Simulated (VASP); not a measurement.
# P: single point with PBEsol

P, a slab with vacuum:

```xyz
4
Lattice="3.2830 -0.0025 -0.0005 -0.0261 34.8973 0.4377 -0.0007 0.0555 4.4482" Properties=species:S:1:pos:R:3 pbc="T T T"
P    -0.0275   33.8758    3.0442
P     0.0007    1.0820    1.8417
P     1.6419    1.0573    0.3560
P     1.6143   33.8882    4.5294
```

```yaml
Program: VASP 6.6.1
Task: single point
Functional: PBEsol
Potentials_or_basis: VASP PAW PBE potentials, release 64 (P)
Cutoff: 520 eV
k_mesh: 8 × 1 × 6
Occupations: gaussian, width 0.05 eV
Spin: no spin polarisation
Dipole_correction: no
Further_INCAR_settings: ALGO = Normal; EDIFF = 1e-06; NBANDS = 18
```

- Largest force: 0.025 eV/Å
- Band gap on the k mesh: 0.73 eV

Forces in eV/Å, atoms in the order of the input:
```
P    0.002  0.016  0.010
P   -0.001 -0.023 -0.009
P    0.002 -0.016  0.009
P   -0.002  0.023 -0.009
```

Levels at points of the mesh, in eV from the valence-band top:
| k point | band 6 | band 7 | band 8 | band 9 | band 10 | band 11 | band 12 | band 13 | band 14 | band 15 |
| --- | --- | --- | --- | --- | --- | --- | --- | --- | --- | --- |
| (0.00, 0.00, 0.00) | -4.53 | -3.44 | -1.90 | -1.72 | 0.00 | 0.73 | 1.53 | 2.74 | 3.47 | 4.41 |
| (0.50, 0.00, 0.00) | -4.88 | -2.76 | -2.76 | -2.06 | -2.06 | 1.22 | 1.22 | 1.91 | 1.91 | 3.57 |
| (0.00, 0.00, 0.50) | -3.12 | -2.54 | -2.54 | -1.07 | -1.07 | 2.11 | 2.11 | 3.52 | 3.52 | 3.62 |
| (0.50, 0.00, 0.50) | -5.06 | -4.90 | -4.90 | -1.29 | -1.29 | 2.38 | 2.39 | 4.20 | 4.20 | 5.58 |

Wall time 5.2 min on 1 thread of Intel(R) Xeon(R) Platinum 8259CL CPU @ 2.50GHz (Skylake/Cascade Lake), with other jobs on the host, peak memory 0.58 GiB.

Caveat: there is no dipole correction, which matters where the two faces differ; semilocal functionals underestimate gaps, and a narrow one can read as zero; the PAW data sets were made with another functional, which shifts forces and pressure a little.
